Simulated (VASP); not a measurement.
A run of VASP 6.6.1:

Contents of INCAR:

```
PREC = Accurate ; ENCUT = 520
EDIFF = 1E-8 ; ISMEAR = 0
SIGMA = 0.01 ; LREAL = F
LASPH = T ; NELM = 60
ALGO = Normal ; ISIF = 2
LWAVE = F ; LCHARG = F
METAGGA = R2SCAN ; LMIXTAU = T
LCALCEPS = T
```

File KPOINTS:

```
Automatic mesh
0
Gamma
  8 8 6
```

Contents of POSCAR:

```
SiC3
1.0
    2.7964006865      0.0000000000      0.0000000000
    0.0000000000      2.7964006865      0.0000000000
    0.0000000000      0.0000000000      4.0900436056
C Si
3 1
Direct
    0.5000000000      0.0000000000      0.7862689763
    0.5000000000      0.5000000000      0.0000000000
    0.0000000000      0.5000000000      0.2137310237
    0.0000000000      0.0000000000      0.5000000000
```

Potentials or basis: VASP PAW PBE potentials, release 64 (C, Si).

Command:

```sh
$ cat potpaw_PBE.64/C/POTCAR potpaw_PBE.64/Si/POTCAR > POTCAR
$ mpirun -np 1 vasp_std > vasp.out
```

Hardware: 1 thread of Intel(R) Xeon(R) 6975P-C (Granite Rapids), with other jobs on the host.

How long does it take, and how much memory?

Run time: 12 min on 1 thread of Intel(R) Xeon(R) 6975P-C (Granite Rapids) (shared host), peak memory 0.33 GiB. Counts: scf iterations 75, k points 60.
